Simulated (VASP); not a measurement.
# Al12H in VASP: notebook, part 2 of 2

VASP 6.6.1. The steps go on from the part before.

**3. Single point, PBEsol**

INCAR reads:

```
SYSTEM = Al12H
PREC = Accurate
ENCUT = 520
EDIFF = 1E-7
ISMEAR = 0
SIGMA = 0.1
LREAL = .False.
LASPH = .True.
NELM = 80
ALGO = Normal
ISIF = 2
LWAVE = .False.
LCHARG = .False.
LDIPOL = .True.
IDIPOL = 3
DIPOL = 0.5 0.5 0.304
GGA = PS
NBANDS = 30
```

KPOINTS reads:

```
regular mesh
0
Gamma
  5 5 1
  0 0 0
```

POSCAR reads:

```
Al12H
1.0
    5.6788540124      0.0000000000      0.0000000000
    0.0000000000      5.6788540124      0.0000000000
    0.0000000000      0.0000000000     21.1413451746
Al H
12 1
Direct
    0.2500000000      0.2500000000      0.1892027195
    0.2500000000      0.7500000000      0.1892027195
    0.7500000000      0.2500000000      0.1892027195
    0.7500000000      0.7500000000      0.1892027195
    0.0000000000      0.0000000000      0.2870821533
    0.0000000000      0.5000000000      0.2870821533
    0.5000000000      0.0000000000      0.2870821533
    0.5000000000      0.5000000000      0.2870821533
    0.2500000000      0.2500000000      0.3850911618
    0.2500000000      0.7500000000      0.3850911618
    0.7500000000      0.2500000000      0.3850911618
    0.7500000000      0.7500000000      0.3850911618
    0.2500000000      0.2500000000      0.5066539090
```

Potentials or basis: VASP PAW PBE potentials, release 64 (Al, H).

Command:

```console
$ cat potpaw_PBE.64/Al/POTCAR potpaw_PBE.64/H/POTCAR > POTCAR
$ mpirun -np 1 vasp_std > vasp.out
```

OUTCAR:

```text
SYSTEM = Al12H
   PREC = Accurate
   ENCUT = 520
   EDIFF = 1E-7
   ISMEAR = 0
   LREAL = .False.
   LASPH = .True.
   NELM = 80
   ISIF = 2
   GGA = PS

 ion  position               nearest neighbor table
   1  0.250  0.250  0.189-   2 2.84   3 2.84   2 2.84   3 2.84   7 2.88   8 2.88   5 2.88   6 2.88

   2  0.250  0.750  0.189-   1 2.84   4 2.84   1 2.84   4 2.84   7 2.88   8 2.88   5 2.88   6 2.88

   3  0.750  0.250  0.189-   1 2.84   4 2.84   4 2.84   1 2.84   7 2.88   8 2.88   5 2.88   6 2.88
[... 15 lines left out ...]
  11  0.750  0.250  0.385-   9 2.84  12 2.84  12 2.84   9 2.84   5 2.89   6 2.89   7 2.89   8 2.89

  12  0.750  0.750  0.385-  10 2.84  11 2.84  11 2.84  10 2.84   5 2.89   6 2.89   7 2.89   8 2.89

  13  0.250  0.250  0.507-

  LATTYP: Found a simple tetragonal cell.
 ALAT       =     5.6788540124
 C/A-ratio  =     3.7228189223

  Lattice vectors:

 A1 = (   5.6788540124,   0.0000000000,   0.0000000000)
 A2 = (   0.0000000000,   5.6788540124,   0.0000000000)
 A3 = (   0.0000000000,   0.0000000000,  21.1413451746)

Analysis of symmetry for initial positions (statically):
=====================================================================
 Subroutine PRICEL returns:
 Original cell was already a primitive cell.

 Routine SETGRP: Setting up the symmetry group for a
 simple tetragonal supercell.

 Subroutine GETGRP returns: Found  8 space group operations
 (whereof  2 operations were pure point group operations)
 out of a pool of 16 trial point group operations.

The static configuration has the point symmetry C_1h.
 The point group associated with its full space group is C_4v.

Analysis of symmetry for dynamics (positions and initial velocities):
=====================================================================
 Subroutine PRICEL returns:
 Original cell was already a primitive cell.

 Routine SETGRP: Setting up the symmetry group for a
 simple tetragonal supercell.

[... 149 lines left out ...]
 number of electron      36.9999999 magnetization

 dipolmoment           0.000000      0.000000      0.188912 electrons x Angstroem

 Free energy of the ion-electron system (eV)
  ---------------------------------------------------
  ext. energy  EPLUGINS =         0.00000000
  ---------------------------------------------------
  free energy    TOTEN  =       -46.25660551 eV

  energy without entropy =      -46.23193948  energy(sigma->0) =      -46.24427250

 E-fermi :  -1.1390     XC(G=0):  -4.0602

 val. band max:       -1.1399835968   @ k =   0.0000   0.0000   0.0000
 cond. band min:      -1.1332084862   @ k =   0.0000   0.0000   0.0000
 fundamental gap:      0.0067751106
 Fermi energy:        -1.1389821742

 k-point     1 :       0.0000    0.0000    0.0000
  band No.  band energies     occupation
      1     -11.3678      2.00000
      2      -9.2185      2.00000
      3      -6.9380      2.00000
      4      -6.9202      2.00000
      5      -6.8098      2.00000
      6      -6.8098      2.00000
[... 187 lines left out ...]
     29       1.8841      0.00000
     30       1.9208      0.00000

------------------------ aborting loop because EDIFF is reached ----------------------------------------

 vacuum level on the upper side and lower side of the slab       (xc-potential included)         0.464        -0.575

  FORCE on cell =-STRESS in cart. coord.  units (eV):
  Direction    XX          YY          ZZ          XY          YZ          ZX
  --------------------------------------------------------------------------------------
  -------------------------------------------------------------------------------------
  Total       -7.4489749     -7.4489749     -4.8464920      0.0000000      0.0000000     -0.0000000
  in kB      -17.5046354    -17.5046354    -11.3889597      0.0000000      0.0000000     -0.0000000
  external PRESSURE =     -15.4660769 kB  Pullay stress =       0.0000000 kB

 VOLUME and BASIS-vectors are now :
 -----------------------------------------------------------------------------
  energy-cutoff  :      520.00
  volume of cell :      681.80
      direct lattice vectors                 reciprocal lattice vectors
     5.678854012  0.000000000  0.000000000     0.176091866  0.000000000  0.000000000
     0.000000000  5.678854012  0.000000000     0.000000000  0.176091866  0.000000000
     0.000000000  0.000000000 21.141345175     0.000000000  0.000000000  0.047300680

 POSITION                                       TOTAL-FORCE (eV/Angst)
 -----------------------------------------------------------------------------------
      1.41971      1.41971      4.00000        -0.000000      0.000000      0.125656
      1.41971      4.25914      4.00000        -0.000000      0.000000      0.052805
      4.25914      1.41971      4.00000        -0.000000      0.000000      0.052805
      4.25914      4.25914      4.00000        -0.000000      0.000000     -0.150154
      0.00000      0.00000      6.06930        -0.040455     -0.040455      0.043604
      0.00000      2.83943      6.06930        -0.040455      0.040455      0.043604
      2.83943      0.00000      6.06930         0.040455     -0.040455      0.043604
      2.83943      2.83943      6.06930         0.040455      0.040455      0.043604
      1.41971      1.41971      8.14135        -0.000000      0.000000      1.314760
      1.41971      4.25914      8.14135        -0.000000      0.000000     -0.012622
      4.25914      1.41971      8.14135        -0.000000      0.000000     -0.012622
      4.25914      4.25914      8.14135        -0.000000      0.000000      0.064617
      1.41971      1.41971     10.71135        -0.000000      0.000000     -1.609664
 -----------------------------------------------------------------------------------
    total drift:                               -0.000000      0.000000      0.000012

  FREE ENERGIE OF THE ION-ELECTRON SYSTEM (eV)
  ---------------------------------------------------
  free  energy   TOTEN  =       -46.2566055129 eV

  energy  without entropy=      -46.2319394825  energy(sigma->0) =      -46.24427250

 vacuum level on the upper side and lower side of the slab         4.346         3.284
```

It took 4.7 min on 1 thread of Intel Xeon Platinum 8559C (Emerald Rapids), shared host; peak memory 0.59 GiB.

What came out:

- Free energy: -46.2566 eV
- Largest force: 1.610 eV/Å
- Band gap on the k mesh: zero (an odd number of electrons rules out a gap without spin polarisation)

Forces in eV/Å, atoms in the order of the input:
```
Al   0.000  0.000  0.126
Al   0.000  0.000  0.053
Al   0.000  0.000  0.053
Al   0.000  0.000 -0.150
Al  -0.040 -0.040  0.044
Al  -0.040  0.040  0.044
Al   0.040 -0.040  0.044
Al   0.040  0.040  0.044
Al   0.000  0.000  1.315
Al   0.000  0.000 -0.013
Al   0.000  0.000 -0.013
Al   0.000  0.000  0.065
H    0.000  0.000 -1.610
```

Levels at points of the mesh, in eV from the Fermi level:
| k point | band 16 | band 17 | band 18 | band 19 | band 20 | band 21 | band 22 | band 23 |
| --- | --- | --- | --- | --- | --- | --- | --- | --- |
| (0.00, 0.00, 0.00) | -0.76 | -0.74 | -0.37 | 0.00 | 0.00 | 0.01 | 0.01 | 0.05 |

Caveat: the PAW data sets were made with another functional, which shifts forces and pressure a little.

**4. Single point, PBEsol**

INCAR reads:

```
PREC     = Accurate       # precision mode
ENCUT    = 520            # plane-wave cutoff, eV
EDIFF    = 1E-7           # SCF threshold, eV
ISMEAR   = 0              # smearing method
SIGMA    = 0.1            # smearing width, eV
LREAL    = False          # projectors in reciprocal space
LASPH    = True           # aspherical terms in the spheres
NELM     = 100            # most SCF steps
ALGO     = Normal         # electronic algorithm
ISIF     = 2              # what is computed and relaxed
LWAVE    = False          # write WAVECAR
LCHARG   = False          # write CHGCAR
LDIPOL   = True         
IDIPOL   = 3            
DIPOL    = 0.5 0.5 0.299
GGA      = PS             # functional
NBANDS   = 30             # bands
```

KPOINTS reads:

```
regular mesh
0
Gamma
  5 5 1
```

POSCAR: that of step 3 with these lines changed.

```diff
@@ -20,2 +20,2 @@
     0.7500000000      0.7500000000      0.3850911618
-    0.2500000000      0.2500000000      0.5066539090
+    0.2500000000      0.2500000000      0.4409059640
```

Command:

```console
$ cat potpaw_PBE.64/Al/POTCAR potpaw_PBE.64/H/POTCAR > POTCAR
$ mpirun -np 1 vasp_std > vasp.out
```

Wall time 5.4 min (1 thread of Intel Xeon Platinum 8559C (Emerald Rapids), shared host); peak memory 0.59 GiB.

It converged, with:

```
Free energy            : -45.6966 eV
Largest force          : 13.191 eV/Å
Band gap on the k mesh : zero (an odd number of electrons rules out a gap without spin polarisation)
```

Forces in eV/Å, atoms in the order of the input:
```
Al    0.000   0.000   0.093
Al    0.000   0.000   0.062
Al    0.000   0.000   0.062
Al    0.000   0.000  -0.135
Al   -0.007  -0.007   0.114
Al   -0.007   0.007   0.114
Al    0.007  -0.007   0.114
Al    0.007   0.007   0.114
Al    0.000   0.000 -13.191
Al    0.000   0.000  -0.224
Al    0.000   0.000  -0.224
Al    0.000   0.000   0.098
H     0.000   0.000  13.004
```

Levels at points of the mesh, in eV from the Fermi level:
```csv
k point,band 16,band 17,band 18,band 19,band 20,band 21
"(0.00, 0.00, 0.00)",-0.86,-0.81,-0.43,-0.11,-0.11,-0.06
```

Caveat: the PAW data sets were made with another functional, which shifts forces and pressure a little.

**5. Overview**

```tsv
cell	gap on the mesh (eV)	largest force (eV/Å)
as given, atomic positions A	none	0.48
as given, atomic positions B	none	1.61
as given, atomic positions C	none	13.19
```

Alike in all rows: task single point; level PBEsol; potentials or basis VASP PAW PBE potentials, release 64 (Al, H); no spin polarisation; k mesh 5 × 5 × 1; cutoff (eV) 520; smearing gaussian 0.1 eV.

Caveats: the PAW data sets were made with another functional, which shifts forces and pressure a little.

Absolute energies hang on the potentials; compare differences alone.

The gap in the log of VASP goes by the Fermi energy; the results here count the filled bands.